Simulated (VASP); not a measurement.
A run of VASP 6.6.1 is set up as follows.

The input POSCAR:

```
TaN
1.0
    5.1960000000      0.0000000000      0.0000000000
   -2.5980000000      4.4998679981      0.0000000000
    0.0000000000      0.0000000000      2.9110000000
Ta N
3 3
Direct
    0.0000000000      0.0000000000      0.0000000000
    0.6666666667      0.3333333333      0.5000000000
    0.3333333333      0.6666666667      0.5000000000
    0.0000000000      0.3928500000      0.0000000000
    0.6071500000      0.6071500000      0.0000000000
    0.3928500000      0.0000000000      0.0000000000
```

Contents of INCAR.step1:

```
ALGO = Normal
EDIFF = 1E-4
ENCUT = 520
GGA = PE
ISMEAR = -1
LASPH = True
LCHARG = False
LREAL = False
LWAVE = True
NBANDS = 33
NELM = 60
PREC = Accurate
SIGMA = 0.05
```

Contents of INCAR.step2:

```
ALGO = Normal
EDIFF = 1E-6
ENCUT = 520
ISIF = 2
ISMEAR = -1
ISTART = 1
LASPH = True
LCHARG = False
LMIXTAU = True
LREAL = False
LWAVE = False
METAGGA = R2SCAN
NBANDS = 33
NELM = 60
PREC = Accurate
SIGMA = 0.05
```

The input KPOINTS:

```
k-points
0
Gamma
  6 6 9
```

Potentials or basis: VASP PAW PBE potentials, release 64 (Ta_pv, N).

Launch:

```console
$ cat potpaw_PBE.64/Ta_pv/POTCAR potpaw_PBE.64/N/POTCAR > POTCAR
$ cp INCAR.step1 INCAR
$ mpirun -np 1 vasp_std > vasp.out
$ cp INCAR.step2 INCAR
$ mpirun -np 1 vasp_std > vasp.out
```

Task: What does it give for the pressure?

Result: 1.9 GPa.

Task: Predict the largest force.

Result: 0.024 eV/Å.

Stress tensor (GPa, compression positive):
```
2.08 0.00 0.00
0.00 2.08 0.00
0.00 0.00 1.51
```

Caveat: the PAW data sets were made with another functional, which shifts forces and pressure a little.
